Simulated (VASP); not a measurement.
# Pb (P6/mmm) in VASP: notebook

The runs below take Pb through single point, with PBE.

Everything below comes from runs of VASP 6.6.1. Logs are shortened: lines on timing, memory, paths and dates and some standing lists are left out, and cuts for length are marked.

### Step 1. The cell of the first run

The structure is hexagonal, space group P6/mmm (No. 191). The conventional cell has a = 3.161 Å, b = 3.161 Å, c = 2.989 Å, α = 90.00°, β = 90.00°, γ = 120.00°. Pb (site symmetry 6/mmm) has 8 Pb at 2.99 to 3.16 Å within 3.9 Å.

### Step 2. Single point, PBE

The input, INCAR:

```
SYSTEM = Pb
PREC     = Accurate       ! precision mode
ENCUT    = 520            ! plane-wave cutoff, eV
EDIFF    = 1E-7           ! SCF threshold, eV
ISMEAR   = -1             ! smearing method
SIGMA    = 0.1            ! smearing width, eV
LREAL    = .FALSE.        ! projectors in reciprocal space
LASPH    = .TRUE.         ! aspherical terms in the spheres
NELM     = 60             ! most SCF steps
ALGO     = Normal         ! electronic algorithm
ISIF     = 2              ! what is computed and relaxed
LWAVE    = .FALSE.        ! write WAVECAR
LCHARG   = .TRUE.         ! write CHGCAR
GGA      = PE             ! functional
LELF     = .TRUE.         ! ELF
LVHAR    = .TRUE.       
NBANDS   = 13             ! bands
```

The input, KPOINTS:

```
Automatic mesh
0
G
  14 14 13
  0 0 0
```

The input, POSCAR:

```
Pb
1.0
    3.1611934465      0.0000000000      0.0000000000
   -1.5805967233      2.7376738310      0.0000000000
    0.0000000000      0.0000000000      2.9893505953
Pb
1
Direct
    0.0000000000      0.0000000000      0.0000000000
```

Potentials or basis: VASP PAW PBE potentials, release 64 (Pb_d).

Command:

```console
cat potpaw_PBE.64/Pb_d/POTCAR > POTCAR
mpirun -np 1 vasp_std > vasp.out
```

OUTCAR:

```text
SYSTEM = Pb
   PREC = Accurate
   ENCUT = 520
   EDIFF = 1E-7
   ISMEAR = -1
   LREAL = .FALSE.
   LASPH = .TRUE.
   NELM = 60
   ISIF = 2
   GGA = PE

 ion  position               nearest neighbor table
   1  0.000  0.000  0.000-

  LATTYP: Found a hexagonal cell.
 ALAT       =     3.1611934465
 C/A-ratio  =     0.9456398812

  Lattice vectors:

 A1 = (   3.1611934465,   0.0000000000,   0.0000000000)
 A2 = (  -1.5805967233,   2.7376738310,   0.0000000000)
 A3 = (   0.0000000000,   0.0000000000,   2.9893505953)

Analysis of symmetry for initial positions (statically):
=====================================================================
 Subroutine PRICEL returns:
 Original cell was already a primitive cell.

 Routine SETGRP: Setting up the symmetry group for a
 hexagonal supercell.

 Subroutine GETGRP returns: Found 24 space group operations
 (whereof 24 operations were pure point group operations)
 out of a pool of 24 trial point group operations.

The static configuration has the point symmetry D_6h.

Analysis of symmetry for dynamics (positions and initial velocities):
=====================================================================
 Subroutine PRICEL returns:
 Original cell was already a primitive cell.

 Routine SETGRP: Setting up the symmetry group for a
 hexagonal supercell.

 Subroutine GETGRP returns: Found 24 space group operations
 (whereof 24 operations were pure point group operations)
 out of a pool of 24 trial point group operations.

The dynamic configuration has the point symmetry D_6h.

 Subroutine INISYM returns: Found 24 space group operations
 (whereof 24 operations are pure point group operations),
 and found     1 'primitive' translations

----------------------------------------------------------------------------------------

                                     Primitive cell

  volume of cell :      25.8708

  direct lattice vectors                    reciprocal lattice vectors
     3.161193447  0.000000000  0.000000000     0.316336225  0.182636804  0.000000000
    -1.580596723  2.737673831  0.000000000     0.000000000  0.365273609  0.000000000
     0.000000000  0.000000000  2.989350595     0.000000000  0.000000000  0.334520816

  length of vectors
     3.161193447  3.161193447  2.989350595     0.365273609  0.365273609  0.334520816

  position of ions in fractional coordinates (direct lattice)
     0.000000000  0.000000000  0.000000000

  ion indices of the primitive-cell ions
   primitive index   ion index
                 1           1
[... 74 lines left out ...]
   EDIFFG = 0.1E-05   stopping-criterion for IOM
   NSW    =      0    number of steps for IOM
   IBRION =     -1    ionic relax: 0-MD 1-quasi-New 2-CG
   NFREE  =      0    steps in history (QN), initial steepest desc. (CG)
   ISIF   =      2    stress and relaxation
   ISYM   =      2    0-nonsym 1-usesym 2-fastsym
   POTIM  = 0.5000    time-step for ionic-motion
   TEBEG  =    0.0;   TEEND  =   0.0 temperature during run
   PSTRESS=    0.0 pullay stress
   NELECT =      14.0000    total number of electrons
   NUPDOWN=      -1.0000    fix difference up-down
   EMIN   =  10.00;   EMAX   =-10.00  energy-range for DOS
   EFERMI =   0.00;   METHOD = LEGACY
   ISMEAR =    -1;   SIGMA  =   0.10  broadening in eV -4-tet -1-fermi 0-gaus
   EFERMI_NEDOS =   21; number of points for ismear=-14 and -15
   IALGO  =     38    algorithm
   IMIX   =      4    mixing-type and parameters
     AMIX     =   0.40;   BMIX     =  1.00
     AMIX_MAG =   1.60;   BMIX_MAG =  1.00
  volume/ion in A,a.u.               =      25.87       174.58
  Fermi-wavevector in a.u.,A,eV,Ry     =   1.334077  2.521040 24.215132  1.779762
  Thomas-Fermi vector in A             =   2.462886
   LORBIT       =      0    0 simple, 1 ext, 2 COOP (PROOUT), +10 PAW based schemes
   GGA     = PE    functional components
   LHFCALC =     F    Hartree Fock is set to
   AEXX    =    0.0000 exact exchange contribution
   IVDW    =     0    specifies the selected vdW correction
   LEPSILON=     F    determine dielectric tensor
   LRPA    =     F    only Hartree local field effects (RPA)
 non-spin polarized calculation
  energy-cutoff  :      520.00
  volume of cell :       25.87
 maximum number of plane-waves:       711
 NGX is ok and might be reduce to    24
   NGX = 11   NGY = 11   NGZ = 11

 number of electron      14.0000004 magnetization

 Free energy of the ion-electron system (eV)
  ---------------------------------------------------
  ext. energy  EPLUGINS =         0.00000000
  ---------------------------------------------------
  free energy    TOTEN  =        -3.15926698 eV

  energy without entropy =       -3.14151654  energy(sigma->0) =       -3.15039176

 E-fermi :   9.0942     XC(G=0): -10.9135

 val. band max:        9.0732773442   @ k =   0.3571  -0.0000   0.3846
 cond. band min:       9.1142151263   @ k =   0.2857   0.2143   0.0769
 fundamental gap:      0.0409377821
 Fermi energy:         9.0942164546

 k-point     1 :       0.0000    0.0000    0.0000
  band No.  band energies     occupation
      1      -8.6817      2.00000
      2      -8.1727      2.00000
      3      -8.1727      2.00000
      4      -7.6407      2.00000
      5      -7.6407      2.00000
      6      -3.9424      2.00000
      7      14.6509      0.00000
      8      17.0599      0.00000
      9      17.0599      0.00000
     10      19.0370      0.00000
     11      19.2462      0.00000
     12      22.0343      0.00000
     13      22.7650      0.00000
[... 354 lines left out ...]
  band No.  band energies     occupation
      1      -8.3987      2.00000
      2      -8.0357      2.00000
      3      -7.8894      2.00000
      4      -7.8374      2.00000
      5      -7.7982      2.00000
      6       1.2547      2.00000
      7       5.6814      2.00000
      8       6.9984      2.00000
      9      20.1435      0.00000
     10      21.8348      0.00000
     11      22.7918      0.00000
     12      24.6791      0.00000
     13      24.8679      0.00000

 [... further k-points ...]
[... 5 lines left out ...]
  --------------------------------------------------------------------------------------
  -------------------------------------------------------------------------------------
  Total        2.7312962      2.7312962      2.7345238     -0.0000000     -0.0000000      0.0000000
  in kB      169.1491223    169.1491223    169.3490076     -0.0000000     -0.0000000      0.0000000
  external PRESSURE =     169.2157507 kB  Pullay stress =       0.0000000 kB

 VOLUME and BASIS-vectors are now :
 -----------------------------------------------------------------------------
  energy-cutoff  :      520.00
  volume of cell :       25.87
      direct lattice vectors                 reciprocal lattice vectors
     3.161193447  0.000000000  0.000000000     0.316336225  0.182636804  0.000000000
    -1.580596723  2.737673831  0.000000000     0.000000000  0.365273609  0.000000000
     0.000000000  0.000000000  2.989350595     0.000000000  0.000000000  0.334520816

 POSITION                                       TOTAL-FORCE (eV/Angst)
 -----------------------------------------------------------------------------------
      0.00000      0.00000      0.00000         0.000000      0.000000      0.000000
 -----------------------------------------------------------------------------------
    total drift:                               -0.000000     -0.000000     -0.000000

  FREE ENERGIE OF THE ION-ELECTRON SYSTEM (eV)
  ---------------------------------------------------
  free  energy   TOTEN  =        -3.1592669818 eV

  energy  without entropy=       -3.1415165432  energy(sigma->0) =       -3.15039176
```

Wall time 68 s (1 thread of AMD EPYC 7R43 (Zen 3), shared host); peak memory 0.14 GiB.

What came out:

* Free energy: -3.1593 eV
* Pressure: 16.9 GPa
* Band gap on the k mesh: zero (band 7 reaches 14.79 eV, above the bottom of band 8 at 7.00 eV)

Levels at points of the mesh, in eV from the Fermi level:
| k point | band 3 | band 4 | band 5 | band 6 | band 7 | band 8 | band 9 | band 10 | band 11 | band 12 |
| --- | --- | --- | --- | --- | --- | --- | --- | --- | --- | --- |
| (0.00, 0.00, 0.00) | -17.27 | -16.73 | -16.73 | -13.04 | 5.56 | 7.97 | 7.97 | 9.94 | 10.15 | 12.94 |
| (0.50, 0.00, 0.00) | -16.99 | -16.80 | -16.69 | -8.47 | -5.10 | 3.64 | 8.13 | 9.86 | 11.41 | 15.26 |

Caveat: spin-orbit coupling is left out, which moves the levels of the heavy elements.

(Part 1 of 3 ends here.)
